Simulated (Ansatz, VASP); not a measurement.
Two plane-wave programs on Sc

File INCAR:

```
SYSTEM = Sc
PREC     = Accurate       ! precision mode
ENCUT    = 520            ! plane-wave cutoff, eV
EDIFF    = 1E-7           ! SCF threshold, eV
ISMEAR   = 0              ! smearing method
SIGMA    = 0.2            ! smearing width, eV
LREAL    = .FALSE.        ! projectors in reciprocal space
LASPH    = .TRUE.         ! aspherical terms in the spheres
NELM     = 80             ! most SCF steps
ALGO     = Normal         ! electronic algorithm
ISIF     = 2              ! what is computed and relaxed
LWAVE    = .FALSE.        ! write WAVECAR
LCHARG   = .TRUE.         ! write CHGCAR
GGA      = PE             ! functional
LELF     = .TRUE.         ! ELF
LVHAR    = .TRUE.       
NBANDS   = 18             ! bands
```

File KPOINTS:

```
regular mesh
0
G
  11 11 6
  0 0 0
```

File POSCAR:

```
Sc
1.0
    3.3193628924      0.0000000000      0.0000000000
   -1.6596814462      2.8746525892      0.0000000000
    0.0000000000      0.0000000000      5.1842605006
Sc
2
Direct
    0.3333333333      0.6666666667      0.2500000000
    0.6666666667      0.3333333333      0.7500000000
```

Input for Ansatz:

```yaml
crystal:
  lattice:
    - [3.3193628924, 0.0, 0.0]
    - [-1.6596814462, 2.8746525892, 0.0]
    - [0.0, 0.0, 5.1842605006]
  atoms:
    - { symbol: Sc, position: [0.3333333333, 0.6666666667, 0.25] }
    - { symbol: Sc, position: [0.6666666667, 0.3333333333, 0.75] }
hamiltonian:
  xc: pbe
  pseudopotentials:
    kind: paw
    azcp:
      Sc: "pseudopotentials/Sc.paw.azcp"
basis:
  ecutwfc: 420
  fft_grid_basis: typed
kpoints:
  mp_grid: { grid: [11, 11, 6], shift: [0, 0, 0] }
magnetization:
  spin_polarized: false
scf:
  occupations: { method: gaussian, width: 0.2 }
  lower_state_search: "off"
output:
  stress: true
```

Alike in both runs: task single point; functional PBE; k mesh 11 × 11 × 6; occupations gaussian, width 0.2 eV; no spin polarisation.

|  | VASP | Ansatz |
| --- | --- | --- |
| version | VASP 6.6.1 | Ansatz 0.2.0 |
| potentials or method | VASP PAW PBE potentials, release 64 (Sc_sv), cutoff 520 eV | plane waves (420 eV) with PAW, scalar-relativistic |
| valence electrons in the cell | 22 | 22 |

|  | VASP | Ansatz | Ansatz less VASP |
| --- | --- | --- | --- |
| pressure (GPa) | -0.1 | -0.1 | -0.03 |
| traceless stress, the component that is largest in VASP (GPa) | -0.05 | -0.06 | -0.004 |

With one functional, cell and mesh, what is left measures potentials, basis and numerics.
